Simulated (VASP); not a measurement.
# BP (F-43m) in VASP: further runs

Runs on BP. Level: PBEsol. Tasks: single point.

Program: VASP 6.6.1. These are calculated values, not measurements. Logs are shortened: lines on timing, memory, paths and dates and some standing lists are left out, and cuts for length are marked.

## Step 1: The cell of the first run

It takes space group F-43m (No. 216, cubic). The conventional cell has a = 4.538 Å, b = 4.538 Å, c = 4.538 Å, α = 90.00°, β = 90.00°, γ = 90.00°. P (site symmetry -43m) has 4 B at 1.97 Å within 2.6 Å. Within 2.6 Å of B (site symmetry -43m) lie 4 P at 1.97 Å.

## Step 2: Single point, PBEsol

File INCAR:

```
SYSTEM = BP
ALGO = Normal
EDIFF = 1E-6
ENCUT = 500
GGA = PS
GGA_COMPAT = .False.
ISIF = 2
ISMEAR = 1
LASPH = .True.
LCHARG = .False.
LREAL = .False.
LWAVE = .False.
NBANDS = 11
NELM = 120
PREC = Accurate
SIGMA = 0.05
```

File KPOINTS:

```
k-points
0
Gamma
  14 14 14
  0 0 0
```

File POSCAR:

```
BP
1.0
    0.0000000000      2.2690000000      2.2690000000
    2.2690000000      0.0000000000      2.2690000000
    2.2690000000      2.2690000000      0.0000000000
P B
1 1
Direct
    0.7500000000      0.7500000000      0.7500000000
    0.0000000000      0.0000000000      0.0000000000
```

Potentials or basis: VASP PAW PBE potentials, release 64 (P, B).

Started as:

```
cat potpaw_PBE.64/P/POTCAR potpaw_PBE.64/B/POTCAR > POTCAR
mpirun -np 1 vasp_std > vasp.out
```

OUTCAR:

```text
SYSTEM = BP
   EDIFF = 1E-6
   ENCUT = 500
   GGA = PS
   ISIF = 2
   ISMEAR = 1
   LASPH = .True.
   LREAL = .False.
   NELM = 120
   PREC = Accurate

 ion  position               nearest neighbor table
   1  0.750  0.750  0.750-   2 1.97   2 1.97   2 1.97   2 1.97
   2  0.000  0.000  0.000-   1 1.97   1 1.97   1 1.97   1 1.97

  LATTYP: Found a face centered cubic cell.
 ALAT       =     4.5380000000

  Lattice vectors:

 A1 = (   0.0000000000,   2.2690000000,   2.2690000000)
 A2 = (   2.2690000000,   0.0000000000,   2.2690000000)
 A3 = (   2.2690000000,   2.2690000000,   0.0000000000)

Analysis of symmetry for initial positions (statically):
=====================================================================
 Subroutine PRICEL returns:
 Original cell was already a primitive cell.

 Routine SETGRP: Setting up the symmetry group for a
 face centered cubic supercell.

 Subroutine GETGRP returns: Found 24 space group operations
 (whereof 24 operations were pure point group operations)
 out of a pool of 48 trial point group operations.

The static configuration has the point symmetry T_d .

Analysis of symmetry for dynamics (positions and initial velocities):
=====================================================================
 Subroutine PRICEL returns:
 Original cell was already a primitive cell.

 Routine SETGRP: Setting up the symmetry group for a
 face centered cubic supercell.

 Subroutine GETGRP returns: Found 24 space group operations
 (whereof 24 operations were pure point group operations)
 out of a pool of 48 trial point group operations.

The dynamic configuration has the point symmetry T_d .

 Subroutine INISYM returns: Found 24 space group operations
 (whereof 24 operations are pure point group operations),
 and found     1 'primitive' translations

----------------------------------------------------------------------------------------

                                     Primitive cell

  volume of cell :      23.3633

  direct lattice vectors                    reciprocal lattice vectors
     0.000000000  2.269000000  2.269000000    -0.220361393  0.220361393  0.220361393
     2.269000000  0.000000000  2.269000000     0.220361393 -0.220361393  0.220361393
     2.269000000  2.269000000  0.000000000     0.220361393  0.220361393 -0.220361393

  length of vectors
     3.208850573  3.208850573  3.208850573     0.381677128  0.381677128  0.381677128

  position of ions in fractional coordinates (direct lattice)
     0.750000000  0.750000000  0.750000000
     0.000000000  0.000000000  0.000000000

  ion indices of the primitive-cell ions
   primitive index   ion index
                 1           1
                 2           2

----------------------------------------------------------------------------------------

 KPOINTS: k-points

Automatic generation of k-mesh.
 Grid dimensions read from file:
 generate k-points for:   14   14   14

 Generating k-lattice:

  Cartesian coordinates                     Fractional coordinates (reciprocal lattice)
    -0.015740099  0.015740099  0.015740099     0.071428571  0.000000000  0.000000000
     0.015740099 -0.015740099  0.015740099     0.000000000  0.071428571  0.000000000
     0.015740099  0.015740099 -0.015740099     0.000000000  0.000000000  0.071428571

  Length of vectors
     0.027262652  0.027262652  0.027262652

  Shift w.r.t. Gamma in fractional coordinates (k-lattice)
     0.000000000  0.000000000  0.000000000

 Subroutine IBZKPT returns following result:
 ===========================================

 Found    104 irreducible k-points:

 Following reciprocal coordinates:
            Coordinates               Weight
  0.000000  0.000000  0.000000      1.000000
  0.071429  0.000000  0.000000      8.000000
  0.142857  0.000000  0.000000      8.000000
  0.214286  0.000000  0.000000      8.000000
  0.285714  0.000000  0.000000      8.000000
  0.357143  0.000000  0.000000      8.000000
[... 16 lines left out ...]
  0.214286  0.142857  0.000000     24.000000
  0.285714  0.142857  0.000000     24.000000
 [... further k-points ...]
   k-points           NKPTS =    104   k-points in BZ     NKDIM =    104   number of bands    NBANDS=     11
   number of dos      NEDOS =    301   number of ions     NIONS =      2
   total plane-waves  NPLWV =  13824
   dimension x,y,z NGX =    24 NGY =   24 NGZ =   24
   dimension x,y,z NGXF=    48 NGYF=   48 NGZF=   48
   ions per type =               1   1
   NGX,Y,Z   is equivalent  to a cutoff of  12.43, 12.43, 12.43 a.u.
   NGXF,Y,Z  is equivalent  to a cutoff of  24.87, 24.87, 24.87 a.u.
 SYSTEM =  BP
   PREC   = accura    normal or accurate (medium, high low for compatibility)
   ISTART =      0    job   : 0-new  1-cont  2-samecut
   ICHARG =      2    charge: 1-file 2-atom 10-const
   ISPIN  =      1    spin polarized calculation?
   LNONCOLLINEAR =      F non collinear calculations
   LSORBIT =      F    spin-orbit coupling
   LASPH  =      T    aspherical Exc in radial PAW
   ENCUT  =  500.0 eV  36.75 Ry    6.06 a.u.   5.85  5.85  5.85*2*pi/ulx,y,z
   NELM   =    120;   NELMIN=  2; NELMDL= -5     # of ELM steps
   EDIFF  = 0.1E-05   stopping-criterion for ELM
   LREAL  =      F    real-space projection
   EDIFFG = 0.1E-04   stopping-criterion for IOM
   NSW    =      0    number of steps for IOM
   IBRION =     -1    ionic relax: 0-MD 1-quasi-New 2-CG
   NFREE  =      0    steps in history (QN), initial steepest desc. (CG)
   ISIF   =      2    stress and relaxation
   ISYM   =      2    0-nonsym 1-usesym 2-fastsym
   POTIM  = 0.5000    time-step for ionic-motion
   TEBEG  =    0.0;   TEEND  =   0.0 temperature during run
   PSTRESS=    0.0 pullay stress
   NELECT =       8.0000    total number of electrons
   NUPDOWN=      -1.0000    fix difference up-down
   EMIN   =  10.00;   EMAX   =-10.00  energy-range for DOS
   EFERMI =   0.00;   METHOD = LEGACY
   ISMEAR =     1;   SIGMA  =   0.05  broadening in eV -4-tet -1-fermi 0-gaus
   EFERMI_NEDOS =   21; number of points for ismear=-14 and -15
   IALGO  =     38    algorithm
   IMIX   =      4    mixing-type and parameters
     AMIX     =   0.40;   BMIX     =  1.00
     AMIX_MAG =   1.60;   BMIX_MAG =  1.00
  volume/ion in A,a.u.               =      11.68        78.83
  Fermi-wavevector in a.u.,A,eV,Ry     =   1.145320  2.164342 17.847562  1.311759
  Thomas-Fermi vector in A             =   2.282009
   LORBIT       =      0    0 simple, 1 ext, 2 COOP (PROOUT), +10 PAW based schemes
   GGA     = PS    functional components
   LHFCALC =     F    Hartree Fock is set to
   AEXX    =    0.0000 exact exchange contribution
   IVDW    =     0    specifies the selected vdW correction
   LEPSILON=     F    determine dielectric tensor
   LRPA    =     F    only Hartree local field effects (RPA)
 non-spin polarized calculation
 Methfessel and Paxton  Order N= 1 SIGMA  =   0.05
  energy-cutoff  :      500.00
  volume of cell :       23.36
 maximum number of plane-waves:       609
   NGX = 11   NGY = 11   NGZ = 11

 number of electron       8.0000000 magnetization

 Free energy of the ion-electron system (eV)
  ---------------------------------------------------
  ext. energy  EPLUGINS =         0.00000000
  ---------------------------------------------------
  free energy    TOTEN  =       -13.67223755 eV

  energy without entropy =      -13.67224073  energy(sigma->0) =      -13.67223861

 E-fermi :   7.4474     XC(G=0): -11.0459

 val. band max:        7.4052635492   @ k =   0.0000   0.0000   0.0000
 cond. band min:       8.5351237134   @ k =   0.4286   0.4286   0.0000
 fundamental gap:      1.1298601642
 Fermi energy:         7.4473503140

 k-point     1 :       0.0000    0.0000    0.0000
  band No.  band energies     occupation
      1      -8.0927      2.00000
      2       7.4053      1.99994
      3       7.4053      1.99994
      4       7.4053      1.99994
      5      10.7622      0.00000
      6      10.7622      0.00000
      7      10.7622      0.00000
      8      14.7481      0.00000
      9      18.6480      0.00000
     10      19.5270      0.00000
     11      19.5270      0.00000

 k-point     2 :       0.0714    0.0000    0.0000
  band No.  band energies     occupation
      1      -8.0004      2.00000
      2       6.6615      2.00000
      3       7.2416      2.00000
      4       7.2416      2.00000
      5      10.9877      0.00000
      6      10.9877      0.00000
      7      11.0494      0.00000
      8      15.0198      0.00000
      9      18.9565      0.00000
     10      19.0907      0.00000
     11      19.0907      0.00000

 k-point     3 :       0.1429    0.0000    0.0000
  band No.  band energies     occupation
      1      -7.7249      2.00000
      2       5.1176      2.00000
      3       6.8710      2.00000
      4       6.8710      2.00000
      5      11.3407      0.00000
      6      11.4954      0.00000
      7      11.4954      0.00000
      8      15.7343      0.00000
      9      18.4346      0.00000
     10      18.4346      0.00000
     11      19.6884      0.00000

 k-point     4 :       0.2143    0.0000    0.0000
  band No.  band energies     occupation
      1      -7.2722      2.00000
      2       3.3879      2.00000
      3       6.4651      2.00000
      4       6.4651      2.00000
      5      11.3852      0.00000
      6      11.9751      0.00000
      7      11.9751      0.00000
      8      16.5724      0.00000
      9      18.1853      0.00000
     10      18.1853      0.00000
     11      20.1520      0.00000
[... 239 lines left out ...]
 k-point    22 :       0.1429    0.1429    0.0000
  band No.  band energies     occupation
      1      -7.6018      2.00000
      2       5.9176      2.00000
      3       5.9723      2.00000
      4       5.9723      2.00000
      5       9.9700      0.00000
      6      12.7314      0.00000
      7      12.7314      0.00000
      8      14.6936      0.00000
      9      17.7757      0.00000
     10      20.0580      0.00000
     11      20.1847      0.00000

 k-point    23 :       0.2143    0.1429    0.0000
  band No.  band energies     occupation
      1      -7.2682      2.00000
      2       4.5176      2.00000
      3       5.5263      2.00000
      4       5.8524      2.00000
      5       9.9889      0.00000
      6      13.2415      0.00000
      7      13.4205      0.00000
      8      14.1681      0.00000
      9      18.3016      0.00000
     10      20.1084      0.00000
     11      20.9737      0.00000

 k-point    24 :       0.2857    0.1429    0.0000
  band No.  band energies     occupation
      1      -6.7620      2.00000
      2       2.9180      2.00000
      3       5.1858      2.00000
      4       5.4598      2.00000
      5      10.3560      0.00000
      6      13.3885      0.00000
      7      13.8404      0.00000
      8      14.0109      0.00000
      9      19.1762      0.00000
     10      20.2879      0.00000
     11      21.5059      0.00000

 [... further k-points ...]
[... 5 lines left out ...]
  --------------------------------------------------------------------------------------
  -------------------------------------------------------------------------------------
  Total       -0.2701824     -0.2701824     -0.2701824     -0.0000000     -0.0000000      0.0000000
  in kB      -18.5282390    -18.5282390    -18.5282390     -0.0000000     -0.0000000      0.0000000
  external PRESSURE =     -18.5282390 kB  Pullay stress =       0.0000000 kB

 VOLUME and BASIS-vectors are now :
 -----------------------------------------------------------------------------
  energy-cutoff  :      500.00
  volume of cell :       23.36
      direct lattice vectors                 reciprocal lattice vectors
     0.000000000  2.269000000  2.269000000    -0.220361393  0.220361393  0.220361393
     2.269000000  0.000000000  2.269000000     0.220361393 -0.220361393  0.220361393
     2.269000000  2.269000000  0.000000000     0.220361393  0.220361393 -0.220361393

 POSITION                                       TOTAL-FORCE (eV/Angst)
 -----------------------------------------------------------------------------------
      3.40350      3.40350      3.40350         0.000000      0.000000      0.000000
      0.00000      0.00000      0.00000        -0.000000     -0.000000     -0.000000
 -----------------------------------------------------------------------------------
    total drift:                               -0.000000     -0.000000     -0.000000

  FREE ENERGIE OF THE ION-ELECTRON SYSTEM (eV)
  ---------------------------------------------------
  free  energy   TOTEN  =       -13.6722375513 eV

  energy  without entropy=      -13.6722407302  energy(sigma->0) =      -13.67223861
```

Wall time 6.2 s (1 thread of Intel Xeon 6975P-C (Granite Rapids), shared host); peak memory 0.15 GiB.

What came out:

- Free energy: -13.6722 eV
- Pressure: -1.9 GPa
- Band gap on the k mesh: 1.13 eV, indirect (least direct gap 3.36 eV)

Levels at points of the mesh, in eV from the valence-band top:
```tsv
k point	band 1	band 2	band 3	band 4	band 5	band 6	band 7	band 8
(0.00, 0.00, 0.00)	-15.50	0.00	0.00	0.00	3.36	3.36	3.36	7.34
(0.50, 0.00, 0.00)	-12.15	-9.10	-1.77	-1.77	3.73	4.65	4.65	9.93
(0.50, 0.50, 0.00)	-10.62	-8.60	-4.15	-4.15	1.23	1.52	12.10	12.10
```

Caveat: the PAW data sets were made with another functional, which shifts forces and pressure a little. A k mesh can miss the band edges.

## Step 3: Single point, PBEsol

File INCAR:

```
SYSTEM = BP
  ALGO = Normal
  EDIFF = 1E-6
  ENCUT = 500
  GGA = PS
  GGA_COMPAT = .False.
  ISIF = 2
  ISMEAR = 1
  LASPH = .True.
  LCHARG = .True.
  LELF = .True.
  LREAL = .False.
  LVHAR = .True.
  LWAVE = .False.
  NBANDS = 11
  NELM = 120
  PREC = Accurate
  SIGMA = 0.05
```

File KPOINTS:

```
k-points
0
Gamma
  16 16 16
  0 0 0
```

POSCAR is that of step 2.

Potentials or basis: VASP PAW PBE potentials, release 64 (P, B).

Started as:

```
cat potpaw_PBE.64/P/POTCAR potpaw_PBE.64/B/POTCAR > POTCAR
mpirun -np 1 vasp_std > vasp.out
```

Wall time 8.7 s (1 thread of Intel Xeon 6975P-C (Granite Rapids), shared host); peak memory 0.15 GiB.

The run converged. Its results:

* Free energy: -13.6722 eV
* Pressure: -1.9 GPa
* Band gap on the k mesh: 1.14 eV, indirect (least direct gap 3.36 eV)

Levels at points of the mesh, in eV from the valence-band top:
| k point | band 1 | band 2 | band 3 | band 4 | band 5 | band 6 | band 7 | band 8 |
| --- | --- | --- | --- | --- | --- | --- | --- | --- |
| (0.00, 0.00, 0.00) | -15.50 | 0.00 | 0.00 | 0.00 | 3.36 | 3.36 | 3.36 | 7.34 |
| (0.50, 0.00, 0.00) | -12.15 | -9.10 | -1.77 | -1.77 | 3.73 | 4.65 | 4.65 | 9.93 |
| (0.50, 0.50, 0.00) | -10.62 | -8.60 | -4.15 | -4.15 | 1.23 | 1.52 | 12.10 | 12.10 |

Caveat: the PAW data sets were made with another functional, which shifts forces and pressure a little. A k mesh can miss the band edges.
